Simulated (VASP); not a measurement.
# Si in VASP: single point with PBE+D3(BJ)

Aim: the single point of Si with PBE+D3(BJ).

All numbers are computed with VASP 6.6.1; they aren't measurements. Logs are shortened: lines on timing, memory, paths and dates and some standing lists are left out, and cuts for length are marked.

**1. The cell of the first run**

The cell holds a slab with vacuum, 4 atoms: a = 3.847 Å, b = 3.847 Å, c = 18.445 Å, α = 90.00°, β = 90.00°, γ = 120.00°.

**2. Single point, PBE+D3(BJ)**

INCAR

```
SYSTEM = Si
  PREC = Accurate
  ENCUT = 520
  EDIFF = 1E-6
  ISMEAR = 0
  SIGMA = 0.1
  LREAL = .False.
  LASPH = .True.
  NELM = 100
  ALGO = Normal
  ISIF = 2
  LWAVE = .False.
  LCHARG = .False.
  LDIPOL = .True.
  IDIPOL = 3
  DIPOL = 0.5 0.5 0.374
  GGA = PE
  IVDW = 12
  NBANDS = 16
```

KPOINTS

```
Automatic mesh
0
Gamma
  9 9 1
  0 0 0
```

POSCAR

```
Si
1.0
    3.8472023567      0.0000000000      0.0000000000
   -1.9236011784      3.3317749744      0.0000000000
    0.0000000000      0.0000000000     18.4446971473
Si
4
Direct
    0.3333333333      0.6666666667      0.2695814702
    0.6666666667      0.3333333333      0.2439725610
    0.6666666667      0.3333333333      0.5039224593
    0.3333333333      0.6666666667      0.4783135501
```

Potentials or basis: VASP PAW PBE potentials, release 64 (Si).

The run is started by

```bash
$ cat potpaw_PBE.64/Si/POTCAR > POTCAR
$ mpirun -np 1 vasp_std > vasp.out
```

OUTCAR:

```text
SYSTEM = Si
   PREC = Accurate
   ENCUT = 520
   EDIFF = 1E-6
   ISMEAR = 0
   LREAL = .False.
   LASPH = .True.
   NELM = 100
   ISIF = 2
   GGA = PE
   IVDW = 12
 IVDW          = 12

 ion  position               nearest neighbor table
   1  0.333  0.667  0.270-   2 2.27   2 2.27   2 2.27
   2  0.667  0.333  0.244-   1 2.27   1 2.27   1 2.27
   3  0.667  0.333  0.504-   4 2.27   4 2.27   4 2.27
   4  0.333  0.667  0.478-   3 2.27   3 2.27   3 2.27

  LATTYP: Found a hexagonal cell.
 ALAT       =     3.8472023567
 C/A-ratio  =     4.7943142671

  Lattice vectors:

 A1 = (   3.8472023567,   0.0000000000,   0.0000000000)
 A2 = (  -1.9236011784,   3.3317749744,   0.0000000000)
 A3 = (   0.0000000000,   0.0000000000,  18.4446971473)

Analysis of symmetry for initial positions (statically):
=====================================================================
 Subroutine PRICEL returns:
 Original cell was already a primitive cell.

 Routine SETGRP: Setting up the symmetry group for a
 hexagonal supercell.

 Subroutine GETGRP returns: Found 12 space group operations
 (whereof  6 operations were pure point group operations)
 out of a pool of 24 trial point group operations.

The static configuration has the point symmetry C_3v.
 The point group associated with its full space group is D_3h.

Analysis of symmetry for dynamics (positions and initial velocities):
=====================================================================
 Subroutine PRICEL returns:
 Original cell was already a primitive cell.

 Routine SETGRP: Setting up the symmetry group for a
 hexagonal supercell.

 Subroutine GETGRP returns: Found 12 space group operations
 (whereof  6 operations were pure point group operations)
 out of a pool of 24 trial point group operations.

The dynamic configuration has the point symmetry C_3v.
 The point group associated with its full space group is D_3h.

 Subroutine INISYM returns: Found 12 space group operations
 (whereof  6 operations are pure point group operations),
 and found     1 'primitive' translations

----------------------------------------------------------------------------------------

                                     Primitive cell

  volume of cell :     236.4244

  direct lattice vectors                    reciprocal lattice vectors
     3.847202357  0.000000000  0.000000000     0.259929140  0.150070159  0.000000000
    -1.923601178  3.331774974  0.000000000     0.000000000  0.300140318  0.000000000
     0.000000000  0.000000000 18.444697147     0.000000000  0.000000000  0.054216125

  length of vectors
     3.847202357  3.847202357 18.444697147     0.300140318  0.300140318  0.054216125

  position of ions in fractional coordinates (direct lattice)
     0.333333333  0.666666667  0.269581470
     0.666666667  0.333333333  0.243972561
     0.666666667  0.333333333  0.503922459
     0.333333333  0.666666667  0.478313550

  ion indices of the primitive-cell ions
   primitive index   ion index
                 1           1
                 2           2
                 3           3
                 4           4

----------------------------------------------------------------------------------------

 KPOINTS: Automatic mesh

Automatic generation of k-mesh.
 Grid dimensions read from file:
 generate k-points for:    9    9    1

 Generating k-lattice:

  Cartesian coordinates                     Fractional coordinates (reciprocal lattice)
     0.028881016  0.016674462  0.000000000     0.111111111 -0.000000000  0.000000000
     0.000000000  0.033348924  0.000000000     0.000000000  0.111111111  0.000000000
     0.000000000  0.000000000  0.054216125     0.000000000  0.000000000  1.000000000

  Length of vectors
     0.033348924  0.033348924  0.054216125

  Shift w.r.t. Gamma in fractional coordinates (k-lattice)
     0.000000000  0.000000000  0.000000000

 Subroutine IBZKPT returns following result:
 ===========================================

 Found     12 irreducible k-points:

 Following reciprocal coordinates:
            Coordinates               Weight
  0.000000  0.000000  0.000000      1.000000
  0.111111  0.000000  0.000000      6.000000
  0.222222  0.000000  0.000000      6.000000
  0.333333 -0.000000  0.000000      6.000000
  0.444444  0.000000  0.000000      6.000000
  0.111111  0.111111  0.000000      6.000000
  0.222222  0.111111  0.000000     12.000000
  0.333333  0.111111  0.000000     12.000000
  0.444444  0.111111  0.000000      6.000000
  0.222222  0.222222  0.000000      6.000000
  0.333333  0.222222  0.000000     12.000000
  0.333333  0.333333  0.000000      2.000000
   k-points           NKPTS =     12   k-points in BZ     NKDIM =     12   number of bands    NBANDS=     16
   number of dos      NEDOS =    301   number of ions     NIONS =      4
   total plane-waves  NPLWV = 126000
   dimension x,y,z NGX =    30 NGY =   30 NGZ =  140
   dimension x,y,z NGXF=    60 NGYF=   60 NGZF=  280
   ions per type =               4
   NGX,Y,Z   is equivalent  to a cutoff of  12.96, 12.96, 12.62 a.u.
   NGXF,Y,Z  is equivalent  to a cutoff of  25.93, 25.93, 25.24 a.u.
 SYSTEM =  Si
   PREC   = accura    normal or accurate (medium, high low for compatibility)
   ISTART =      0    job   : 0-new  1-cont  2-samecut
   ICHARG =      2    charge: 1-file 2-atom 10-const
   ISPIN  =      1    spin polarized calculation?
   LNONCOLLINEAR =      F non collinear calculations
   LSORBIT =      F    spin-orbit coupling
   LASPH  =      T    aspherical Exc in radial PAW
   ENCUT  =  520.0 eV  38.22 Ry    6.18 a.u.   7.15  7.15 34.29*2*pi/ulx,y,z
   NELM   =    100;   NELMIN=  2; NELMDL= -5     # of ELM steps
   EDIFF  = 0.1E-05   stopping-criterion for ELM
   LREAL  =      F    real-space projection
   EDIFFG = 0.1E-04   stopping-criterion for IOM
   NSW    =      0    number of steps for IOM
   IBRION =     -1    ionic relax: 0-MD 1-quasi-New 2-CG
   NFREE  =      0    steps in history (QN), initial steepest desc. (CG)
   ISIF   =      2    stress and relaxation
   ISYM   =      2    0-nonsym 1-usesym 2-fastsym
   POTIM  = 0.5000    time-step for ionic-motion
   TEBEG  =    0.0;   TEEND  =   0.0 temperature during run
   PSTRESS=    0.0 pullay stress
   NELECT =      16.0000    total number of electrons
   NUPDOWN=      -1.0000    fix difference up-down
   EMIN   =  10.00;   EMAX   =-10.00  energy-range for DOS
   EFERMI =   0.00;   METHOD = LEGACY
   ISMEAR =     0;   SIGMA  =   0.10  broadening in eV -4-tet -1-fermi 0-gaus
   EFERMI_NEDOS =   21; number of points for ismear=-14 and -15
   IALGO  =     38    algorithm
   IMIX   =      4    mixing-type and parameters
     AMIX     =   0.40;   BMIX     =  1.00
     AMIX_MAG =   1.60;   BMIX_MAG =  1.00
  volume/ion in A,a.u.               =      59.11       398.87
  Fermi-wavevector in a.u.,A,eV,Ry     =   0.667141  1.260713  6.055636  0.445077
  Thomas-Fermi vector in A             =   1.741657
   LORBIT       =      0    0 simple, 1 ext, 2 COOP (PROOUT), +10 PAW based schemes
   GGA     = PE    functional components
   LHFCALC =     F    Hartree Fock is set to
   AEXX    =    0.0000 exact exchange contribution
   IVDW    =    12    specifies the selected vdW correction
   LEPSILON=     F    determine dielectric tensor
   LRPA    =     F    only Hartree local field effects (RPA)
 non-spin polarized calculation
 Gauss-broadening in eV      SIGMA  =   0.10
  energy-cutoff  :      520.00
  volume of cell :      236.42
 maximum number of plane-waves:      6399
 NGX is ok and might be reduce to    30
   NGX = 15   NGY = 15   NGZ = 69

 dipolmoment           0.000000      0.000000      0.000019 electrons x Angstroem

 number of electron      16.0000001 magnetization

 dipolmoment           0.000000      0.000000     -0.000003 electrons x Angstroem

 Free energy of the ion-electron system (eV)
  ---------------------------------------------------
  ext. energy  EPLUGINS =         0.00000000
  ---------------------------------------------------
  free energy    TOTEN  =       -19.15689743 eV

  energy without entropy =      -19.15679595  energy(sigma->0) =      -19.15684669

 E-fermi :  -1.0749     XC(G=0):  -4.2038

 val. band max:       -1.2661456002   @ k =   0.3333   0.3333   0.0000
 cond. band min:      -0.8648437531   @ k =   0.4444   0.1111   0.0000
 fundamental gap:      0.4013018471
 Fermi energy:        -1.0748945862

 k-point     1 :       0.0000    0.0000    0.0000
  band No.  band energies     occupation
      1     -12.1845      2.00000
      2     -12.0583      2.00000
      3      -4.7280      2.00000
      4      -3.7172      2.00000
      5      -2.2311      2.00000
      6      -2.2311      2.00000
[... 8 lines left out ...]
     15       2.0816      0.00000
     16       2.6422      0.00000

 k-point     2 :       0.1111    0.0000    0.0000
  band No.  band energies     occupation
      1     -12.0388      2.00000
      2     -11.9129      2.00000
      3      -4.6224      2.00000
      4      -3.6743      2.00000
      5      -3.2140      2.00000
      6      -3.0741      2.00000
[... 8 lines left out ...]
     15       2.6067      0.00000
     16       2.7488      0.00000

 k-point     3 :       0.2222    0.0000    0.0000
  band No.  band energies     occupation
      1     -11.6079      2.00000
      2     -11.4828      2.00000
      3      -5.1284      2.00000
      4      -4.9559      2.00000
      5      -4.0109      2.00000
      6      -3.0914      2.00000
[... 8 lines left out ...]
     15       3.9071      0.00000
     16       3.9077      0.00000

 k-point     4 :       0.3333   -0.0000    0.0000
  band No.  band energies     occupation
      1     -10.9194      2.00000
      2     -10.7958      2.00000
      3      -6.7121      2.00000
      4      -6.5865      2.00000
      5      -3.4253      2.00000
      6      -3.3843      2.00000
[... 8 lines left out ...]
     15       5.0226      0.00000
     16       5.0893      0.00000

 k-point     5 :       0.4444    0.0000    0.0000
  band No.  band energies     occupation
      1     -10.1185      2.00000
      2      -9.9974      2.00000
      3      -8.0063      2.00000
      4      -7.8823      2.00000
      5      -3.6125      2.00000
      6      -3.5389      2.00000
[... 8 lines left out ...]
     15       5.2567      0.00000
     16       5.3986      0.00000

 k-point     6 :       0.1111    0.1111    0.0000
  band No.  band energies     occupation
      1     -11.7502      2.00000
      2     -11.6248      2.00000
      3      -4.7223      2.00000
      4      -4.4359      2.00000
      5      -4.0039      2.00000
      6      -3.1989      2.00000
[... 8 lines left out ...]
     15       3.5889      0.00000
     16       4.0547      0.00000

 k-point     7 :       0.2222    0.1111    0.0000
  band No.  band energies     occupation
      1     -11.1867      2.00000
      2     -11.0625      2.00000
      3      -6.0294      2.00000
      4      -5.8974      2.00000
      5      -3.7292      2.00000
      6      -3.6208      2.00000
[... 8 lines left out ...]
     15       3.6579      0.00000
     16       4.1583      0.00000

 k-point     8 :       0.3333    0.1111    0.0000
  band No.  band energies     occupation
      1     -10.4036      2.00000
      2     -10.2813      2.00000
      3      -7.4489      2.00000
      4      -7.3260      2.00000
      5      -4.1320      2.00000
      6      -4.0379      2.00000
[... 8 lines left out ...]
     15       4.7145      0.00000
     16       5.2852      0.00000

 k-point     9 :       0.4444    0.1111    0.0000
  band No.  band energies     occupation
      1      -9.8102      2.00000
      2      -9.6899      2.00000
      3      -8.2700      2.00000
      4      -8.1462      2.00000
      5      -4.2767      2.00000
      6      -4.1818      2.00000
[... 8 lines left out ...]
     15       4.8177      0.00000
     16       5.3245      0.00000

 k-point    10 :       0.2222    0.2222    0.0000
  band No.  band energies     occupation
      1     -10.5111      2.00000
      2     -10.3883      2.00000
      3      -7.0844      2.00000
      4      -6.9620      2.00000
      5      -4.6233      2.00000
      6      -4.5224      2.00000
[... 8 lines left out ...]
     15       3.6724      0.00000
     16       3.7845      0.00000

 k-point    11 :       0.3333    0.2222    0.0000
  band No.  band energies     occupation
      1      -9.6900      2.00000
      2      -9.5690      2.00000
      3      -8.1399      2.00000
      4      -8.0192      2.00000
      5      -5.1222      2.00000
      6      -5.0145      2.00000
[... 8 lines left out ...]
     15       4.6081      0.00000
     16       5.0628      0.00000

 k-point    12 :       0.3333    0.3333    0.0000
  band No.  band energies     occupation
      1      -8.9149      2.00000
      2      -8.8594      2.00000
      3      -8.7826      2.00000
      4      -8.7521      2.00000
      5      -5.5367      2.00000
      6      -5.4240      2.00000
[... 8 lines left out ...]
     15       4.9398      0.00000
     16       5.0343      0.00000

------------------------ aborting loop because EDIFF is reached ----------------------------------------

 vacuum level on the upper side and lower side of the slab       (xc-potential included)        -0.144        -0.144

 Edisp (eV)   -0.98388

 E8    (eV) :    -0.4178

  FORCE on cell =-STRESS in cart. coord.  units (eV):
  Direction    XX          YY          ZZ          XY          YZ          ZX
  --------------------------------------------------------------------------------------
  -------------------------------------------------------------------------------------
  Total      -0.19569    -0.19569    -0.52419     0.00000     0.00000     0.00000
  in kB      -1.32615    -1.32615    -3.55228     0.00000     0.00000     0.00000
  external pressure =       -2.07 kB  Pullay stress =        0.00 kB

 VOLUME and BASIS-vectors are now :
 -----------------------------------------------------------------------------
  energy-cutoff  :      520.00
  volume of cell :      236.42
      direct lattice vectors                 reciprocal lattice vectors
     3.847202357  0.000000000  0.000000000     0.259929140  0.150070159  0.000000000
    -1.923601178  3.331774974  0.000000000     0.000000000  0.300140318  0.000000000
     0.000000000  0.000000000 18.444697147     0.000000000  0.000000000  0.054216125

 POSITION                                       TOTAL-FORCE (eV/Angst)
 -----------------------------------------------------------------------------------
     -0.00000      2.22118      4.97235         0.000000     -0.000000      0.167655
      1.92360      1.11059      4.50000        -0.000000      0.000000     -0.030027
      1.92360      1.11059      9.29470        -0.000000      0.000000      0.030027
     -0.00000      2.22118      8.82235         0.000000      0.000000     -0.167655
 -----------------------------------------------------------------------------------
    total drift:                                0.000000     -0.000000     -0.000023

  FREE ENERGIE OF THE ION-ELECTRON SYSTEM (eV)
  ---------------------------------------------------
  free  energy   TOTEN  =       -20.1407808191 eV

  energy  without entropy=      -20.1406793381  energy(sigma->0) =      -20.14073008

 vacuum level on the upper side and lower side of the slab         3.536         3.537
```

It took 2.1 min on 1 thread of Intel Xeon 8259CL, shared host; peak memory 0.35 GiB.

Results:

```yaml
Free_energy: -20.1408 eV
Largest_force: 0.168 eV/Å
Band_gap_on_the_k_mesh: 0.40 eV (least direct gap 0.51 eV)
Dispersion_energy_per_atom: -0.246 eV
```

Forces in eV/Å, atoms in the order of the input:
```
Si   0.000  0.000  0.168
Si   0.000  0.000 -0.030
Si   0.000  0.000  0.030
Si   0.000  0.000 -0.168
```
